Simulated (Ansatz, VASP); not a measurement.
**One calculation of SiC, two programs**

The input INCAR:

```
PREC = Accurate ; ENCUT = 600
EDIFF = 1E-6 ; ISMEAR = 0
SIGMA = 0.01 ; LREAL = False
LASPH = True ; NELM = 120
ALGO = Normal ; ISIF = 2
LWAVE = False ; LCHARG = True
GGA = PS ; LELF = True
LVHAR = True ; NBANDS = 11
GGA_COMPAT = False
```

Contents of KPOINTS:

```
Automatic mesh
0
Gamma
  10 10 10
```

The input POSCAR:

```
SiC
1.0
    0.0000000000      2.1784576158      2.1784576158
    2.1784576158      0.0000000000      2.1784576158
    2.1784576158      2.1784576158      0.0000000000
Si C
1 1
Direct
    0.0000000000      0.0000000000      0.0000000000
    0.2500000000      0.2500000000      0.2500000000
```

Input for Ansatz:

```yaml
crystal:
  lattice:
    - [0.0, 2.1784576158, 2.1784576158]
    - [2.1784576158, 0.0, 2.1784576158]
    - [2.1784576158, 2.1784576158, 0.0]
  atoms:
    - { symbol: Si, position: [0.0, 0.0, 0.0] }
    - { symbol: C, position: [0.25, 0.25, 0.25] }
basis: {}
kpoints:
  mp_grid: { grid: [10, 10, 10] }
  band_path:
    path:
      - [0.0, 0.0, 0.0]
      - [0.0, 0.0, 0.0]
      - [0.0, 0.0, 0.0]
      - [0.0, 0.0, 0.0]
      - [0.0, 0.0, 0.0]
      - [0.0, 0.0, 0.0]
      - [0.0, 0.0, 0.0]
      - [0.0, 0.0, 0.0]
      - [0.0, 0.0, 0.0]
      - [0.0, 0.0, 0.0]
      - [0.0, 0.0, 0.0]
      - [0.0, 0.0, 0.0]
      - [0.0, 0.0, 0.0]
      - [0.0, 0.0, 0.0]
      - [0.0, 0.0, 0.0]
      - [0.0, 0.0, 0.0]
      - [0.0, 0.0, 0.0]
      - [0.0, 0.0, 0.0]
      - [0.0, 0.0, 0.0]
      - [0.0, 0.0, 0.0]
      - [0.0, 0.0, 0.0]
      - [0.0, 0.0, 0.0]
      - [0.0, 0.0, 0.0]
      - [0.0, 0.0, 0.0]
      - [0.0, 0.0, 0.0]
      - [0.0, 0.0, 0.0]
      - [0.3, 0.3, 0.0]
      - [0.3166666667, 0.3166666667, 0.0]
      - [0.3333333333, 0.3333333333, 0.0]
      - [0.35, 0.35, 0.0]
      - [0.3666666667, 0.3666666667, 0.0]
      - [0.3833333333, 0.3833333333, 0.0]
      - [0.4, 0.4, 0.0]
      - [0.4166666667, 0.4166666667, 0.0]
      - [0.4333333333, 0.4333333333, 0.0]
      - [0.45, 0.45, 0.0]
      - [0.4666666667, 0.4666666667, 0.0]
      - [0.4833333333, 0.4833333333, 0.0]
      - [0.5, 0.5, 0.0]
      - [0.5, 0.5, 0.5]
      - [0.5, 0.5, 0.5]
      - [0.5, 0.5, 0.5]
      - [0.5, 0.5, 0.5]
      - [0.5, 0.5, 0.5]
      - [0.5, 0.5, 0.5]
      - [0.5, 0.5, 0.5]
      - [0.5, 0.5, 0.5]
      - [0.5, 0.5, 0.5]
      - [0.5, 0.5, 0.5]
      - [0.5, 0.5, 0.5]
      - [0.5, 0.5, 0.5]
      - [0.5, 0.5, 0.5]
    npoints: 1
hamiltonian:
  xc: pbesol
  pseudopotentials: { kind: all_electron, lapw: {} }
scf:
  occupations: { method: fixed }
  n_extra_bands: 5
output:
  eigenvalues: true
```

Alike in both runs: task single point; functional PBEsol; k mesh 10 × 10 × 10; no spin polarisation.

|  | VASP | Ansatz |
| --- | --- | --- |
| version | VASP 6.6.1 | Ansatz 0.2.0 |
| potentials or method | VASP PAW PBE potentials, release 64 (Si, C), cutoff 600 eV | scalar-relativistic, all-electron LAPW |
| occupations | gaussian, width 0.01 eV | fixed |

Ansatz gave:

| Property | Result |
| --- | --- |
| gap on the k mesh at the Fermi level (eV) | 1.24 |
| least direct gap on the mesh (eV) | 4.46 |

Q: Which values does VASP return?

A: gap on the k mesh at the Fermi level (eV): 1.23; least direct gap on the mesh (eV): 4.44.

VASP's potentials were made for PBE, not for PBEsol. Ansatz ran all-electron here, and VASP with PAW potentials.
